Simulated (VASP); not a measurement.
**Te: single point with r2SCAN**

The system is Te.

```
CELL_PARAMETERS angstrom
4.63249 0.00000 0.00000
-2.31624 4.01185 0.00000
0.00000 0.00000 5.88690
ATOMIC_POSITIONS crystal
Te 0.25359 0.00000 0.33333
Te 0.00000 0.25359 0.66667
Te 0.74641 0.74641 0.00000
```

```
Program                : VASP 6.6.1
Task                   : single point
Functional             : r2SCAN
Potentials or basis    : VASP PAW PBE potentials, release 64 (Te)
Cutoff                 : 520 eV
k mesh                 : 5 × 5 × 3
Occupations            : fermi-dirac, width 0.05 eV
Spin                   : no spin polarisation
Dipole correction      : no
Further INCAR settings : ALGO = Normal; EDIFF = 1e-07; NBANDS = 16
```

```json
{
  "Pressure": "0.1 GPa",
  "Largest force": "0.031 eV/Å",
  "Band gap on the k mesh": "1.21 eV (least direct gap 1.58 eV)"
}
```

Forces in eV/Å, atoms in the order of the input:
```
Te   0.031  0.000  0.000
Te  -0.015  0.026  0.000
Te  -0.015 -0.026  0.000
```

Levels at points of the mesh, in eV from the valence-band top:
```
           k point  band 6  band 7  band 8  band 9  band 10  band 11  band 12  band 13
(0.00, 0.00, 0.00)   -2.66   -1.35   -1.35   -0.32     1.59     1.59     2.08     5.78
```

Run time: 65 s on 1 thread of AMD EPYC 9R45 96-Core Processor (Zen 5), with other jobs on the host, peak memory 0.22 GiB.

Caveat: the PAW data sets were made with another functional, which shifts forces and pressure a little; spin-orbit coupling is left out, which moves the levels of the heavy elements; an odd mesh through Γ misses points on the zone boundary, where band edges can lie. r2SCAN opens gaps a little over a GGA but as a rule still falls short of measured ones.
